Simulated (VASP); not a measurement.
Set up this calculation in VASP 6.6.1, as the native input.

```yaml
Task: relaxation of shape and atoms at fixed volume
Functional: PBE
Potentials_or_basis: VASP PAW PBE potentials, release 64 (Ga_d)
Cutoff: 600 eV
k_mesh: 22 × 22 × 20
Occupations: gaussian, width 0.1 eV
Spin: no spin polarisation
Dipole_correction: no
Further_INCAR_settings: ALGO = Fast; EDIFF = 1e-07; IBRION = 2; EDIFFG = -0.01; NSW = 50; ISIF = 4
```

The structure of Ga lies in POSCAR:

```
Ga
1.0
    1.3881161033     -2.4097304806      0.0000000000
    1.3881161033      2.4097304806      0.0000000000
    0.0000000000      0.0000000000      2.6403144907
Ga
1
Direct
    0.5000000000      0.5000000000      0.0000000000
```

This isn't the form of Ga at room conditions, which is orthorhombic.

The input as run:

INCAR

```
PREC     = Accurate       # precision mode
ENCUT    = 600            # plane-wave cutoff, eV
EDIFF    = 1E-7           # SCF threshold, eV
ISMEAR   = 0              # smearing method
SIGMA    = 0.1            # smearing width, eV
LREAL    = F              # projectors in reciprocal space
LASPH    = T              # aspherical terms in the spheres
NELM     = 80             # most SCF steps
ALGO     = Fast           # electronic algorithm
ISIF     = 4              # what is computed and relaxed
LWAVE    = F              # write WAVECAR
LCHARG   = F              # write CHGCAR
GGA      = PE             # functional
IBRION   = 2              # ionic algorithm
NSW      = 50             # ionic steps
EDIFFG   = -0.01          # ionic threshold
```

KPOINTS

```
regular mesh
0
Gamma
  22 22 20
```

Potentials or basis: VASP PAW PBE potentials, release 64 (Ga_d).

Run with:

```sh
$ cat potpaw_PBE.64/Ga_d/POTCAR > POTCAR
$ mpirun -np 1 vasp_std > vasp.out
```

It gave:

```yaml
Pressure_after_relaxing: 5.7 GPa
Band_gap_on_the_k_mesh: zero (an odd number of electrons rules out a gap without spin polarisation)
```

Run time: 2.4 min on 1 thread of AMD EPYC 9R45 96-Core Processor (Zen 5) (shared host), peak memory 0.4 GiB.
